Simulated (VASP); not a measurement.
Wanted: the native input for a VASP 6.6.1 run.

* Task: single point
* Functional: PBEsol
* Potentials or basis: VASP PAW PBE potentials, release 64 (Ni, Hg)
* Cutoff: 520 eV
* k mesh: 6 × 6 × 6
* Occupations: fermi-dirac, width 0.1 eV
* Spin: collinear spin, ferromagnetic start
* Starting moments: [2.0, 2.0, 2.0, 0.0] μB
* Dipole correction: no
* Further INCAR settings: ALGO = Normal; EDIFF = 1e-07; NBANDS = 33

The structure of Ni3Hg lies in POSCAR:

```
Ni3Hg
1.0
    3.7449110000      0.0000000000      0.0000000000
    0.0000000000      3.7449110000      0.0000000000
    0.0000000000      0.0000000000      3.7449110000
Ni Hg
3 1
Direct
    0.0000000000      0.5000000000      0.5000000000
    0.5000000000      0.0000000000      0.5000000000
    0.5000000000      0.5000000000      0.0000000000
    0.0000000000      0.0000000000      0.0000000000
```

The input as run:

INCAR

```
SYSTEM = Ni3Hg
PREC = Accurate ; ENCUT = 520
EDIFF = 1E-7 ; ISMEAR = -1
SIGMA = 0.1 ; LREAL = .False.
LASPH = .True. ; NELM = 150
ALGO = Normal ; ISIF = 2
LWAVE = .False. ; LCHARG = .False.
ISPIN = 2 ; MAGMOM = 2 2 2 0
LORBIT = 11 ; LMAXMIX = 4
GGA = PS ; NBANDS = 33
```

KPOINTS

```
Automatic mesh
0
Gamma
  6 6 6
  0 0 0
```

Potentials or basis: VASP PAW PBE potentials, release 64 (Ni, Hg).

Command:

```sh
$ cat potpaw_PBE.64/Ni/POTCAR potpaw_PBE.64/Hg/POTCAR > POTCAR
$ mpirun -np 1 vasp_std > vasp.out
```

It gave:

```yaml
Pressure: -6.2 GPa
Net_moment: 1.06 μB per cell
Site_moments: Ni +0.36; Hg -0.01 μB
Valence_electrons_inside_the_program's_atomic_spheres: Ni 9.18; Hg 10.73
```

Caveat: the cell stands under tension; the PAW data sets were made with another functional, which shifts forces and pressure a little.

Run time: 2.1 min on 1 thread of Intel Xeon 8259CL (shared host), peak memory 0.2 GiB.
